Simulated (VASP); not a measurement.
# Ru (P6/mmm) in VASP: further runs

Runs on Ru. Level: PBE. Tasks: relaxation of cell and atoms.

Everything below comes from runs of VASP 6.6.1. Logs are shortened: lines on timing, memory, paths and dates and some standing lists are left out, and cuts for length are marked.

**1. The cell of the first run**

It takes space group P6/mmm (No. 191, hexagonal). The conventional cell has a = 2.446 Å, b = 2.446 Å, c = 2.300 Å, α = 90.00°, β = 90.00°, γ = 120.00°. Within 3.0 Å of Ru (site symmetry 6/mmm) lie 8 Ru at 2.30 to 2.45 Å.

This isn't the form of Ru at room conditions, which is hcp.

**2. Relaxation of cell and atoms, PBE, target pressure 93 GPa, at which the enthalpy is minimised**

The input, INCAR:

```
SYSTEM = Ru
ALGO = Normal
EDIFF = 1E-7
EDIFFG = -0.005
ENCUT = 600
GGA = PE
IBRION = 2
ISIF = 3
ISMEAR = -1
LASPH = .True.
LCHARG = .False.
LREAL = .False.
LWAVE = .False.
NELM = 80
NSW = 60
PREC = Accurate
PSTRESS = 930.0
SIGMA = 0.08
```

The input, KPOINTS:

```
k-points
0
Gamma
  18 18 17
  0 0 0
```

The input, POSCAR:

```
Ru
1.0
    2.4462897466      0.0000000000      0.0000000000
   -1.2231448733      2.1185490656      0.0000000000
    0.0000000000      0.0000000000      2.2995123618
Ru
1
Direct
    0.0000000000      0.0000000000      0.0000000000
```

Potentials or basis: VASP PAW PBE potentials, release 64 (Ru_pv).

Launch:

```
> cat potpaw_PBE.64/Ru_pv/POTCAR > POTCAR
> mpirun -np 1 vasp_std > vasp.out
```

OUTCAR:

```text
SYSTEM = Ru
   EDIFF = 1E-7
   EDIFFG = -0.005
   ENCUT = 600
   GGA = PE
   IBRION = 2
   ISIF = 3
   ISMEAR = -1
   LASPH = .True.
   LREAL = .False.
   NELM = 80
   NSW = 60
   PREC = Accurate
   PSTRESS = 930.0

 ion  position               nearest neighbor table
   1  0.000  0.000  0.000-

  LATTYP: Found a hexagonal cell.
 ALAT       =     2.4462897466
 C/A-ratio  =     0.9400000000

  Lattice vectors:

 A1 = (   2.4462897466,   0.0000000000,   0.0000000000)
 A2 = (  -1.2231448733,   2.1185490656,   0.0000000000)
 A3 = (   0.0000000000,   0.0000000000,   2.2995123618)

Analysis of symmetry for initial positions (statically):
=====================================================================
 Subroutine PRICEL returns:
 Original cell was already a primitive cell.

 Routine SETGRP: Setting up the symmetry group for a
 hexagonal supercell.

 Subroutine GETGRP returns: Found 24 space group operations
 (whereof 24 operations were pure point group operations)
 out of a pool of 24 trial point group operations.

The static configuration has the point symmetry D_6h.

Analysis of symmetry for dynamics (positions and initial velocities):
=====================================================================
 Subroutine PRICEL returns:
 Original cell was already a primitive cell.

 Routine SETGRP: Setting up the symmetry group for a
 hexagonal supercell.

 Subroutine GETGRP returns: Found 24 space group operations
 (whereof 24 operations were pure point group operations)
 out of a pool of 24 trial point group operations.

The dynamic configuration has the point symmetry D_6h.

 Subroutine INISYM returns: Found 24 space group operations
 (whereof 24 operations are pure point group operations),
 and found     1 'primitive' translations

----------------------------------------------------------------------------------------

                                     Primitive cell

  volume of cell :      11.9174

  direct lattice vectors                    reciprocal lattice vectors
     2.446289747  0.000000000  0.000000000     0.408782321  0.236010583  0.000000000
    -1.223144873  2.118549066  0.000000000     0.000000000  0.472021166  0.000000000
     0.000000000  0.000000000  2.299512362     0.000000000  0.000000000  0.434874809

  length of vectors
     2.446289747  2.446289747  2.299512362     0.472021166  0.472021166  0.434874809

[... 94 lines left out ...]
   EFERMI_NEDOS =   21; number of points for ismear=-14 and -15
   IALGO  =     38    algorithm
   IMIX   =      4    mixing-type and parameters
     AMIX     =   0.40;   BMIX     =  1.00
     AMIX_MAG =   1.60;   BMIX_MAG =  1.00
  volume/ion in A,a.u.               =      11.92        80.42
  Fermi-wavevector in a.u.,A,eV,Ry     =   1.727389  3.264292 40.598048  2.983872
  Thomas-Fermi vector in A             =   2.802522
   LORBIT       =      0    0 simple, 1 ext, 2 COOP (PROOUT), +10 PAW based schemes
   GGA     = PE    functional components
   LHFCALC =     F    Hartree Fock is set to
   AEXX    =    0.0000 exact exchange contribution
   IVDW    =     0    specifies the selected vdW correction
   LEPSILON=     F    determine dielectric tensor
   LRPA    =     F    only Hartree local field effects (RPA)
 conjugate gradient relaxation of ions
 non-spin polarized calculation
  energy-cutoff  :      600.00
  volume of cell :       11.92
 maximum number of plane-waves:       409
 NGX is ok and might be reduce to    20
   NGX =  9   NGY =  9   NGZ =  9

--------------------------------------- Ionic step        1  -------------------------------------------

 number of electron      14.0000000 magnetization

 Free energy of the ion-electron system (eV)
  ---------------------------------------------------
  ext. energy  EPLUGINS =         0.00000000
  ---------------------------------------------------
  free energy    TOTEN  =        -7.61449668 eV

  energy without entropy =       -7.59417565  energy(sigma->0) =       -7.60433616

------------------------ aborting loop because EDIFF is reached ----------------------------------------

  FORCE on cell =-STRESS in cart. coord.  units (eV):
  Direction    XX          YY          ZZ          XY          YZ          ZX
  --------------------------------------------------------------------------------------
  -------------------------------------------------------------------------------------
  Total        7.6685613      7.6685613      6.9181012      0.0000000      0.0000000     -0.0000000
  in kB     1030.9611582   1030.9611583    930.0693295      0.0000000      0.0000000     -0.0000000
  external PRESSURE =      67.3305486 kB  Pullay stress =     930.0000000 kB
[... 172 lines left out ...]
--------------------------------------- Ionic step        6  -------------------------------------------

 number of electron      13.9999999 magnetization

 Free energy of the ion-electron system (eV)
  ---------------------------------------------------
  ext. energy  EPLUGINS =         0.00000000
  ---------------------------------------------------
  free energy    TOTEN  =        -7.69152406 eV

  energy without entropy =       -7.67022870  energy(sigma->0) =       -7.68087638

 E-fermi :  15.3196     XC(G=0): -14.7656

 val. band max:       15.3189746710   @ k =   0.2222   0.1667   0.0000
 cond. band min:      15.3235200750   @ k =   0.3333   0.1667   0.4118
 fundamental gap:      0.0045454040
 Fermi energy:        15.3195958748

 k-point     1 :       0.0000    0.0000    0.0000
  band No.  band energies     occupation
      1     -27.1246      2.00000
      2     -27.1246      2.00000
      3     -26.9958      2.00000
      4       6.6252      2.00000
      5       8.0184      2.00000
      6      12.0966      2.00000
      7      12.0966      2.00000
      8      17.9420      0.00000
      9      17.9420      0.00000
     10      26.0627      0.00000
     11      30.2053      0.00000
[... 309 lines left out ...]
 k-point    24 :       0.3889    0.1111    0.0000
  band No.  band energies     occupation
      1     -28.8483      2.00000
      2     -27.6799      2.00000
      3     -26.7876      2.00000
      4       8.3044      2.00000
      5       9.6840      2.00000
      6      14.3341      1.99999
      7      14.6041      1.99974
      8      16.8983      0.00000
      9      19.3433      0.00000
     10      26.0593      0.00000
     11      26.5708      0.00000

 [... further k-points ...]

------------------------ aborting loop because EDIFF is reached ----------------------------------------

  FORCE on cell =-STRESS in cart. coord.  units (eV):
  Direction    XX          YY          ZZ          XY          YZ          ZX
  --------------------------------------------------------------------------------------
  -------------------------------------------------------------------------------------
  Total        6.9931392      6.9931392      6.9875308      0.0000000     -0.0000000      0.0000000
  in kB      930.5205144    930.5205144    929.7742446      0.0000000     -0.0000000      0.0000000
  external PRESSURE =       0.2717578 kB  Pullay stress =     930.0000000 kB
[... 20 lines left out ...]
  energy  without entropy=       -7.6702287005  energy(sigma->0) =       -7.68087638

  enthalpy is  TOTEN    =        -0.7022966772 eV   P V=        6.9892273848

 reached required accuracy - stopping structural energy minimisation
```

Run time: 4.3 min. Hardware: 1 thread of Intel Xeon 8259CL, shared host; peak memory 0.18 GiB.

Results:

```yaml
Free_energy: -7.6915 eV
Relaxed_volume: 12.04 Å³/atom
Relaxed_cell: a = 2.464 Å, b = 2.464 Å, c = 2.290 Å, α = 90.00°, β = 90.00°, γ = 120.00°
Space_group_after_relaxing_to_0.1_Å: P6/mmm (No. 191)
Energy_change_on_relaxing_the_run_minimises_the_enthalpy: -77.0 meV/atom
Ionic_steps: 6
Pressure_after_relaxing: 93.0 GPa
Band_gap_on_the_k_mesh: zero (bands 7 and 8 overlap by 5.04 eV)
```

The path:
| step | energy change (eV) | largest force (eV/Å) | pressure (GPa) | volume (Å³) |
| --- | --- | --- | --- | --- |
| 1 | 0.0000 | 0.0000 | 99.73 | 11.92 |
| 2 | -0.4225 | 0.0000 | 59.38 | 12.80 |
| 3 | -0.0960 | 0.0000 | 91.25 | 12.07 |
| 4 | -0.0927 | 0.0000 | 91.54 | 12.07 |
| 5 | -0.0375 | 0.0000 | 96.58 | 11.98 |
| 6 | -0.0770 | 0.0000 | 93.03 | 12.04 |

Final structure:
```
CELL_PARAMETERS angstrom
2.46402 0.00000 0.00000
-1.23201 2.13391 0.00000
0.00000 0.00000 2.29000
ATOMIC_POSITIONS crystal
Ru 0.00000 0.00000 0.00000
```

Levels at points of the mesh, in eV from the Fermi level:
```csv
k point,band 3,band 4,band 5,band 6,band 7,band 8,band 9,band 10,band 11
"(0.00, 0.00, 0.00)",-42.32,-8.69,-7.30,-3.22,-3.22,2.62,2.62,10.74,14.89
"(0.50, 0.00, 0.00)",-42.11,-7.66,-5.62,-0.91,0.74,1.86,2.92,10.74,11.17
```

Caveat: the cell is relaxed towards a set pressure, so the run minimises the enthalpy, not the energy.

**3. Relaxation of cell and atoms, PBE, target pressure 93 GPa, at which the enthalpy is minimised**

This run uses another cell than the first one, of 12.02 Å³/atom.

The input, INCAR:

```
SYSTEM = Ru
PREC = Accurate ; ENCUT = 600
EDIFF = 1E-6 ; ISMEAR = -1
SIGMA = 0.08 ; LREAL = .False.
LASPH = .True. ; NELM = 80
ALGO = Normal ; ISIF = 3
LWAVE = .False. ; LCHARG = .False.
GGA = PE ; IBRION = 2
NSW = 32 ; EDIFFG = -0.005
PSTRESS = 930.0
```

The input, KPOINTS:

```
regular mesh
0
Gamma
  18 18 17
  0 0 0
```

The input, POSCAR:

```
Ru
1.0
    2.4635783572      0.0000000000      0.0000000000
   -1.2317891786      2.1335214415      0.0000000000
    0.0000000000      0.0000000000      2.2874823360
Ru
1
Direct
    0.0000000000      0.0000000000      0.0000000000
```

Potentials or basis: VASP PAW PBE potentials, release 64 (Ru_pv).

Launch:

```
> cat potpaw_PBE.64/Ru_pv/POTCAR > POTCAR
> mpirun -np 1 vasp_std > vasp.out
```

OUTCAR:

```text
SYSTEM = Ru
   PREC = Accurate
   ENCUT = 600
   EDIFF = 1E-6
   ISMEAR = -1
   LREAL = .False.
   LASPH = .True.
   NELM = 80
   ISIF = 3
   GGA = PE
   IBRION = 2
   NSW = 32
   EDIFFG = -0.005
   PSTRESS = 930.0

 ion  position               nearest neighbor table
   1  0.000  0.000  0.000-

  LATTYP: Found a hexagonal cell.
 ALAT       =     2.4635783572
 C/A-ratio  =     0.9285202272

  Lattice vectors:

 A1 = (   2.4635783572,   0.0000000000,   0.0000000000)
 A2 = (  -1.2317891786,   2.1335214415,   0.0000000000)
 A3 = (   0.0000000000,   0.0000000000,   2.2874823360)

Analysis of symmetry for initial positions (statically):
=====================================================================
 Subroutine PRICEL returns:
 Original cell was already a primitive cell.

 Routine SETGRP: Setting up the symmetry group for a
 hexagonal supercell.

 Subroutine GETGRP returns: Found 24 space group operations
 (whereof 24 operations were pure point group operations)
 out of a pool of 24 trial point group operations.

The static configuration has the point symmetry D_6h.

Analysis of symmetry for dynamics (positions and initial velocities):
=====================================================================
 Subroutine PRICEL returns:
[... 166 lines left out ...]
  external PRESSURE =       9.5226214 kB  Pullay stress =     930.0000000 kB
[... 283 lines left out ...]
--------------------------------------- Ionic step        9  -------------------------------------------

 number of electron      13.9999999 magnetization

 Free energy of the ion-electron system (eV)
  ---------------------------------------------------
  ext. energy  EPLUGINS =         0.00000000
  ---------------------------------------------------
  free energy    TOTEN  =        -7.69240280 eV

  energy without entropy =       -7.67109859  energy(sigma->0) =       -7.68175070

 E-fermi :  15.3175     XC(G=0): -14.7649

 val. band max:       15.3135983931   @ k =   0.3333   0.1667   0.2353
 cond. band min:      15.3175993790   @ k =   0.2222   0.1667   0.0000
 fundamental gap:      0.0040009858
 Fermi energy:        15.3174506658

 k-point     1 :       0.0000    0.0000    0.0000
  band No.  band energies     occupation
      1     -27.1270      2.00000
      2     -27.1270      2.00000
      3     -26.9976      2.00000
      4       6.6237      2.00000
      5       8.0169      2.00000
      6      12.0949      2.00000
      7      12.0949      2.00000
      8      17.9395      0.00000
      9      17.9395      0.00000
     10      26.0607      0.00000
     11      30.2029      0.00000
[... 309 lines left out ...]
 k-point    24 :       0.3889    0.1111    0.0000
  band No.  band energies     occupation
      1     -28.8498      2.00000
      2     -27.6820      2.00000
      3     -26.7895      2.00000
      4       8.3033      2.00000
      5       9.6817      2.00000
      6      14.3315      1.99999
      7      14.6029      1.99974
      8      16.8962      0.00000
      9      19.3401      0.00000
     10      26.0573      0.00000
     11      26.5667      0.00000

 [... further k-points ...]

------------------------ aborting loop because EDIFF is reached ----------------------------------------

  FORCE on cell =-STRESS in cart. coord.  units (eV):
  Direction    XX          YY          ZZ          XY          YZ          ZX
  --------------------------------------------------------------------------------------
  -------------------------------------------------------------------------------------
  Total        6.9906662      6.9906662      6.9860398      0.0000000     -0.0000000      0.0000000
  in kB      930.0919762    930.0919761    929.4764392      0.0000000     -0.0000000      0.0000000
  external PRESSURE =      -0.1132029 kB  Pullay stress =     930.0000000 kB
[... 20 lines left out ...]
  energy  without entropy=       -7.6710985917  energy(sigma->0) =       -7.68175070

  enthalpy is  TOTEN    =        -0.7024278759 eV   P V=        6.9899749262

 reached required accuracy - stopping structural energy minimisation
```

CONTCAR:

```text
Ru
   1.00000000000000
     2.4641663079091036   -0.0000000000000000   -0.0000000000000000
    -1.2320831539545518    2.1340306217326179    0.0000000000000000
     0.0000000000000000   -0.0000000000000000    2.2899847465804424
  Ru
     1
Direct
     0.0000000000000000    0.0000000000000000    0.0000000000000000

  0.00000000E+00  0.00000000E+00  0.00000000E+00
```

Wall time 3 min (1 thread of Intel Xeon 8259CL, shared host); peak memory 0.18 GiB.

Results:

```yaml
Free_energy: -7.6924 eV
Relaxed_volume: 12.04 Å³/atom
Relaxed_cell: a = 2.464 Å, b = 2.464 Å, c = 2.290 Å, α = 90.00°, β = 90.00°, γ = 120.00°
Space_group_after_relaxing_to_0.1_Å: P6/mmm (No. 191)
Energy_change_on_relaxing_the_run_minimises_the_enthalpy: -11.0 meV/atom
Ionic_steps: 9
Pressure_after_relaxing: 93.0 GPa
Band_gap_on_the_k_mesh: zero (bands 7 and 8 overlap by 5.04 eV)
```

Step by step:
```tsv
step	energy change (eV)	largest force (eV/Å)	pressure (GPa)	volume (Å³)
1	0.0000	0.0000	93.95	12.02
2	-0.0706	0.0000	87.59	12.15
3	-0.0110	0.0000	92.98	12.04
4	-0.0115	0.0000	93.01	12.04
5	-0.0414	0.0000	90.23	12.10
6	-0.0122	0.0000	92.83	12.04
7	-0.0118	0.0000	92.90	12.04
8	-0.0099	0.0000	93.03	12.04
9	-0.0110	0.0000	92.99	12.04
```

Final structure:
```
Ru
1.0
     2.46417    0.00000    0.00000
    -1.23208    2.13403    0.00000
     0.00000    0.00000    2.28998
Ru
1
Direct
  0.00000 0.00000 0.00000
```

Caveat: the cell is relaxed towards a set pressure, so the run minimises the enthalpy, not the energy.
